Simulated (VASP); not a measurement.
# Mo (Im-3m) in VASP: single point with HSE06

Aim: the single point of Mo with HSE06.

Everything below comes from runs of VASP 6.6.1. Logs are shortened: lines on timing, memory, paths and dates and some standing lists are left out, and cuts for length are marked.

## Step 1: The cell of the first run

Symmetry: Im-3m, No. 229, cubic system. Conventional cell: a = 3.129 Å, b = 3.129 Å, c = 3.129 Å, α = 90.00°, β = 90.00°, γ = 90.00°. Within 3.6 Å of Mo (site symmetry m-3m) lie 14 Mo at 2.71 to 3.13 Å.

## Step 2: Single point, HSE06

Input file POSCAR:

```
Mo
1.0
   -1.5647312472      1.5647312472      1.5647312472
    1.5647312472     -1.5647312472      1.5647312472
    1.5647312472      1.5647312472     -1.5647312472
Mo
1
Direct
    0.0000000000      0.0000000000      0.0000000000
```

Input file INCAR.step1:

```
PREC     = Accurate       # precision mode
ENCUT    = 520            # plane-wave cutoff, eV
EDIFF    = 1E-5           # SCF threshold, eV
ISMEAR   = 0              # smearing method
SIGMA    = 0.1            # smearing width, eV
LREAL    = False          # projectors in reciprocal space
LASPH    = True           # aspherical terms in the spheres
NELM     = 60             # most SCF steps
ALGO     = Normal         # electronic algorithm
ISIF     = 2              # what is computed and relaxed
LWAVE    = True           # write WAVECAR
LCHARG   = False          # write CHGCAR
GGA      = PE             # functional
NBANDS   = 13             # bands
```

Input file INCAR.step2:

```
PREC     = Accurate       # precision mode
ENCUT    = 520            # plane-wave cutoff, eV
EDIFF    = 1E-6           # SCF threshold, eV
ISMEAR   = 0              # smearing method
SIGMA    = 0.1            # smearing width, eV
LREAL    = False          # projectors in reciprocal space
LASPH    = True           # aspherical terms in the spheres
NELM     = 60             # most SCF steps
ALGO     = Normal         # electronic algorithm
ISIF     = 2              # what is computed and relaxed
LWAVE    = False          # write WAVECAR
LCHARG   = False          # write CHGCAR
GGA      = PE             # functional
LHFCALC  = True           # exact exchange
HFSCREEN = 0.2079         # screening, 1/A
PRECFOCK = Normal       
ISTART   = 1            
NBANDS   = 13             # bands
```

Input file KPOINTS:

```
regular mesh
0
Gamma
  8 8 8
```

Potentials or basis: VASP PAW PBE potentials, release 64 (Mo_sv).

Started as:

```bash
$ cat potpaw_PBE.64/Mo_sv/POTCAR > POTCAR
$ cp INCAR.step1 INCAR
$ mpirun -np 1 vasp_std > vasp.out
$ cp INCAR.step2 INCAR
$ mpirun -np 1 vasp_std > vasp.out
```

OUTCAR:

```text
PREC = Accurate
   ENCUT = 520
   EDIFF = 1E-6
   ISMEAR = 0
   LREAL = False
   LASPH = True
   NELM = 60
   ISIF = 2
   GGA = PE
   LHFCALC = True
   HFSCREEN = 0.2079
   PRECFOCK = Normal
   ISTART = 1

 ion  position               nearest neighbor table
   1  0.000  0.000  0.000-

  LATTYP: Found a body centered cubic cell.
 ALAT       =     3.1294624944

  Lattice vectors:

 A1 = (  -1.5647312472,   1.5647312472,   1.5647312472)
 A2 = (   1.5647312472,  -1.5647312472,   1.5647312472)
 A3 = (   1.5647312472,   1.5647312472,  -1.5647312472)

Analysis of symmetry for initial positions (statically):
=====================================================================
 Subroutine PRICEL returns:
 Original cell was already a primitive cell.

 Routine SETGRP: Setting up the symmetry group for a
 body centered cubic supercell.

 Subroutine GETGRP returns: Found 48 space group operations
 (whereof 48 operations were pure point group operations)
 out of a pool of 48 trial point group operations.

The static configuration has the point symmetry O_h .

Analysis of symmetry for dynamics (positions and initial velocities):
=====================================================================
 Subroutine PRICEL returns:
 Original cell was already a primitive cell.

 Routine SETGRP: Setting up the symmetry group for a
 body centered cubic supercell.

 Subroutine GETGRP returns: Found 48 space group operations
 (whereof 48 operations were pure point group operations)
 out of a pool of 48 trial point group operations.

The dynamic configuration has the point symmetry O_h .

 Subroutine INISYM returns: Found 48 space group operations
 (whereof 48 operations are pure point group operations),
 and found     1 'primitive' translations

----------------------------------------------------------------------------------------

                                     Primitive cell

  volume of cell :      15.3243

  direct lattice vectors                    reciprocal lattice vectors
    -1.564731247  1.564731247  1.564731247     0.000000000  0.319543692  0.319543692
     1.564731247 -1.564731247  1.564731247     0.319543692  0.000000000  0.319543692
     1.564731247  1.564731247 -1.564731247     0.319543692  0.319543692  0.000000000

  length of vectors
     2.710194020  2.710194020  2.710194020     0.451903023  0.451903023  0.451903023

  position of ions in fractional coordinates (direct lattice)
     0.000000000  0.000000000  0.000000000

  ion indices of the primitive-cell ions
   primitive index   ion index
                 1           1

----------------------------------------------------------------------------------------

 KPOINTS: regular mesh

Automatic generation of k-mesh.
 Grid dimensions read from file:
 generate k-points for:    8    8    8

 Generating k-lattice:

  Cartesian coordinates                     Fractional coordinates (reciprocal lattice)
     0.000000000  0.039942962  0.039942962     0.125000000  0.000000000  0.000000000
     0.039942962  0.000000000  0.039942962     0.000000000  0.125000000  0.000000000
     0.039942962  0.039942962  0.000000000     0.000000000  0.000000000  0.125000000

  Length of vectors
     0.056487878  0.056487878  0.056487878

  Shift w.r.t. Gamma in fractional coordinates (k-lattice)
     0.000000000  0.000000000  0.000000000

 Subroutine IBZKPT returns following result:
 ===========================================

 Found     29 irreducible k-points:

 Following reciprocal coordinates:
            Coordinates               Weight
  0.000000  0.000000  0.000000      1.000000
  0.125000  0.000000  0.000000     12.000000
  0.250000  0.000000  0.000000     12.000000
  0.375000  0.000000  0.000000     12.000000
  0.500000  0.000000  0.000000      6.000000
  0.125000  0.125000  0.000000     24.000000
[... 16 lines left out ...]
 -0.250000  0.250000  0.250000      6.000000
 -0.375000  0.375000  0.250000     24.000000
 [... further k-points ...]
   k-points           NKPTS =     29   k-points in BZ     NKDIM =    512   number of bands    NBANDS=     13
   number of dos      NEDOS =    301   number of ions     NIONS =      1
   total plane-waves  NPLWV =   8000
   dimension x,y,z NGX =    20 NGY =   20 NGZ =   20
   dimension x,y,z NGXF=    40 NGYF=   40 NGZF=   40
   ions per type =               1
   NGX,Y,Z   is equivalent  to a cutoff of  12.27, 12.27, 12.27 a.u.
   NGXF,Y,Z  is equivalent  to a cutoff of  24.54, 24.54, 24.54 a.u.
 SYSTEM =  unknown system
   PREC   = accura    normal or accurate (medium, high low for compatibility)
   ISTART =      1    job   : 0-new  1-cont  2-samecut
   ICHARG =      0    charge: 1-file 2-atom 10-const
   ISPIN  =      1    spin polarized calculation?
   LNONCOLLINEAR =      F non collinear calculations
   LSORBIT =      F    spin-orbit coupling
   LASPH  =      T    aspherical Exc in radial PAW
   ENCUT  =  520.0 eV  38.22 Ry    6.18 a.u.   5.04  5.04  5.04*2*pi/ulx,y,z
   NELM   =     60;   NELMIN=  2; NELMDL=  0     # of ELM steps
   EDIFF  = 0.1E-05   stopping-criterion for ELM
   LREAL  =      F    real-space projection
   EDIFFG = 0.1E-04   stopping-criterion for IOM
   NSW    =      0    number of steps for IOM
   IBRION =     -1    ionic relax: 0-MD 1-quasi-New 2-CG
   NFREE  =      0    steps in history (QN), initial steepest desc. (CG)
   ISIF   =      2    stress and relaxation
   ISYM   =      3    0-nonsym 1-usesym 2-fastsym
   POTIM  = 0.5000    time-step for ionic-motion
   TEBEG  =    0.0;   TEEND  =   0.0 temperature during run
   PSTRESS=    0.0 pullay stress
   NELECT =      14.0000    total number of electrons
   NUPDOWN=      -1.0000    fix difference up-down
   EMIN   =  10.00;   EMAX   =-10.00  energy-range for DOS
   EFERMI =   0.00;   METHOD = LEGACY
   ISMEAR =     0;   SIGMA  =   0.10  broadening in eV -4-tet -1-fermi 0-gaus
   EFERMI_NEDOS =   21; number of points for ismear=-14 and -15
   IALGO  =     38    algorithm
   IMIX   =      1    mixing-type and parameters
     AMIX     =   0.40;   BMIX     =  1.00
     AMIX_MAG =   1.60;   BMIX_MAG =  1.00
  volume/ion in A,a.u.               =      15.32       103.41
  Fermi-wavevector in a.u.,A,eV,Ry     =   1.588514  3.001856 34.332632  2.523377
  Thomas-Fermi vector in A             =   2.687506
   LORBIT       =      0    0 simple, 1 ext, 2 COOP (PROOUT), +10 PAW based schemes
   GGA     = PE    functional components
   LHFCALC =     T    Hartree Fock is set to
   PRECFOCK=normal    Normal, Fast or Accurate (Low or Medium for compatibility)
   ENCUT4O =  -1.0   cutoff for four orbital integrals eV
   NKREDX  =     1    reduce k-point grid by
   NKREDY  =     1    reduce k-point grid by
   NKREDZ  =     1    reduce k-point grid by
   AEXX    =    0.2500 exact exchange contribution
   HFSCREEN=    0.2079 screening length (either q_TF or 0.3 A-1)
   HFSCREENC=   0.2079 screening length for correlation (either q_TF or 0.3 A-1)
   ENCUTFOCK=  -1.0 apply spherical cutoff to Coloumb kernel
   IVDW    =     0    specifies the selected vdW correction
   LEPSILON=     F    determine dielectric tensor
   LRPA    =     F    only Hartree local field effects (RPA)
 non-spin polarized calculation
 Gauss-broadening in eV      SIGMA  =   0.10
  energy-cutoff  :      520.00
  volume of cell :       15.32
 maximum number of plane-waves:       427
  NGX = 16; NGY = 16; NGZ = 16

 number of electron      13.9999998 magnetization

 Free energy of the ion-electron system (eV)
  ---------------------------------------------------
  ext. energy  EPLUGINS =         0.00000000
  ---------------------------------------------------
  free energy    TOTEN  =       -12.87440644 eV

  energy without entropy =      -12.87381606  energy(sigma->0) =      -12.87411125

 E-fermi :  12.7076     XC(G=0): -11.0106

 val. band max:       12.5827642985   @ k =   0.3750   0.0000   0.0000
 cond. band min:      12.8538167793   @ k =  -0.2500   0.2500   0.1250
 fundamental gap:      0.2710524808
 Fermi energy:        12.7076297003

 k-point     1 :       0.0000    0.0000    0.0000
  band No.  band energies     occupation
      1     -52.7323      2.00000
      2     -24.4042      2.00000
      3     -24.4042      2.00000
      4     -24.4042      2.00000
      5       4.3250      2.00000
      6      11.0810      2.00000
      7      11.0810      2.00000
      8      11.0810      2.00000
      9      15.2817      0.00000
     10      15.2818      0.00000
     11      28.5666      0.00000
     12      28.5666      0.00000
     13      28.5666      0.00000

 k-point     2 :       0.1250    0.0000    0.0000
  band No.  band energies     occupation
      1     -52.6861      2.00000
      2     -24.6702      2.00000
      3     -24.4844      2.00000
      4     -24.4035      2.00000
      5       5.0802      2.00000
      6      10.6390      2.00000
      7      10.9879      2.00000
      8      11.8832      2.00000
      9      14.7182      0.00000
     10      15.2704      0.00000
     11      29.0516      0.00000
     12      29.8046      0.00000
     13      29.9077      0.00000

 k-point     3 :       0.2500    0.0000    0.0000
  band No.  band energies     occupation
      1     -52.5731      2.00000
      2     -25.2849      2.00000
      3     -24.6723      2.00000
      4     -24.4024      2.00000
      5       6.5653      2.00000
      6       9.7069      2.00000
      7      10.8672      2.00000
      8      14.0380      0.00000
      9      14.5300      0.00000
     10      15.3758      0.00000
     11      28.6819      0.00000
     12      30.3753      0.00000
     13      33.0563      0.00000

 k-point     4 :       0.3750    0.0000    0.0000
  band No.  band energies     occupation
      1     -52.4578      2.00000
      2     -25.8663      2.00000
      3     -24.8529      2.00000
      4     -24.4020      2.00000
      5       6.7336      2.00000
      6       8.9105      2.00000
      7      12.5828      1.92258
      8      15.0755      0.00000
      9      15.6926      0.00000
     10      16.7874      0.00000
     11      26.6147      0.00000
     12      27.5554      0.00000
     13      33.8962      0.00000

 k-point     5 :       0.5000    0.0000    0.0000
  band No.  band energies     occupation
      1     -52.4095      2.00000
      2     -26.0988      2.00000
      3     -24.9259      2.00000
      4     -24.4020      2.00000
      5       6.4744      2.00000
      6       8.6103      2.00000
      7      14.2665      0.00000
      8      15.2154      0.00000
      9      15.9062      0.00000
     10      18.3297      0.00000
     11      25.6048      0.00000
     12      25.8058      0.00000
     13      31.5320      0.00000
[... 257 lines left out ...]
 k-point    22 :       0.2500    0.2500    0.2500
  band No.  band energies     occupation
      1     -52.3834      2.00000
      2     -25.2587      2.00000
      3     -25.2587      2.00000
      4     -25.2587      2.00000
      5       9.4886      2.00000
      6       9.4886      2.00000
      7       9.4886      2.00000
      8      16.0935      0.00000
      9      16.0935      0.00000
     10      23.4713      0.00000
     11      25.5338      0.00000
     12      25.5338      0.00000
     13      25.5338      0.00000

 k-point    23 :      -0.2500    0.2500    0.2500
  band No.  band energies     occupation
      1     -52.4369      2.00000
      2     -25.3101      2.00000
      3     -24.9629      2.00000
      4     -24.9629      2.00000
      5       8.3285      2.00000
      6       9.8863      2.00000
      7      12.0133      2.00000
      8      12.0133      2.00000
      9      13.7777      0.00000
     10      17.1029      0.00000
     11      29.1971      0.00000
     12      32.7086      0.00000
     13      33.0160      0.00000

 k-point    24 :      -0.3750    0.3750    0.2500
  band No.  band energies     occupation
      1     -52.3390      2.00000
      2     -25.6490      2.00000
      3     -25.1591      2.00000
      4     -25.0086      2.00000
      5       8.2166      2.00000
      6       8.8765      2.00000
      7      11.9746      2.00000
      8      13.0914      0.00000
      9      16.1628      0.00000
     10      18.6214      0.00000
     11      27.9519      0.00000
     12      30.0791      0.00000
     13      31.1533      0.00000

 [... further k-points ...]

------------------------ aborting loop because EDIFF is reached ----------------------------------------

  FORCE on cell =-STRESS in cart. coord.  units (eV):
  Direction    XX          YY          ZZ          XY          YZ          ZX
  --------------------------------------------------------------------------------------
  -------------------------------------------------------------------------------------
  Total        0.4110113      0.4110113      0.4110113     -0.0000000     -0.0000000     -0.0000000
  in kB       42.9719508     42.9719508     42.9719508     -0.0000000     -0.0000000     -0.0000000
  external PRESSURE =      42.9719508 kB  Pullay stress =       0.0000000 kB

 VOLUME and BASIS-vectors are now :
 -----------------------------------------------------------------------------
  energy-cutoff  :      520.00
  volume of cell :       15.32
      direct lattice vectors                 reciprocal lattice vectors
    -1.564731247  1.564731247  1.564731247     0.000000000  0.319543692  0.319543692
     1.564731247 -1.564731247  1.564731247     0.319543692  0.000000000  0.319543692
     1.564731247  1.564731247 -1.564731247     0.319543692  0.319543692  0.000000000

 POSITION                                       TOTAL-FORCE (eV/Angst)
 -----------------------------------------------------------------------------------
      0.00000      0.00000      0.00000         0.000000      0.000000      0.000000
 -----------------------------------------------------------------------------------
    total drift:                               -0.000000      0.000000      0.000000

  FREE ENERGIE OF THE ION-ELECTRON SYSTEM (eV)
  ---------------------------------------------------
  free  energy   TOTEN  =       -12.8744064430 eV

  energy  without entropy=      -12.8738160591  energy(sigma->0) =      -12.87411125
```

It took 34 min on 1 thread of AMD EPYC 7R13 (Zen 3), shared host; peak memory 0.21 GiB.

Results:

| Quantity | Value |
| --- | --- |
| Free energy | -12.8744 eV |
| Pressure | 4.3 GPa |
| Band gap on the k mesh | zero (bands 7 and 8 overlap by 6.37 eV) |

Levels at points of the mesh, in eV from the Fermi level:
```tsv
k point	band 5	band 6	band 7	band 8	band 9	band 10
(0.00, 0.00, 0.00)	-8.38	-1.63	-1.63	-1.63	2.57	2.57
(0.50, 0.00, 0.00)	-6.23	-4.10	1.56	2.51	3.20	5.62
(0.50, 0.50, 0.50)	-6.23	-6.23	4.74	4.74	4.74	10.01
```

Caveat: the cell stands under pressure; the PAW data sets were made with another functional, which shifts forces and pressure a little.

The gap in the log of VASP goes by the Fermi energy; the results here count the filled bands.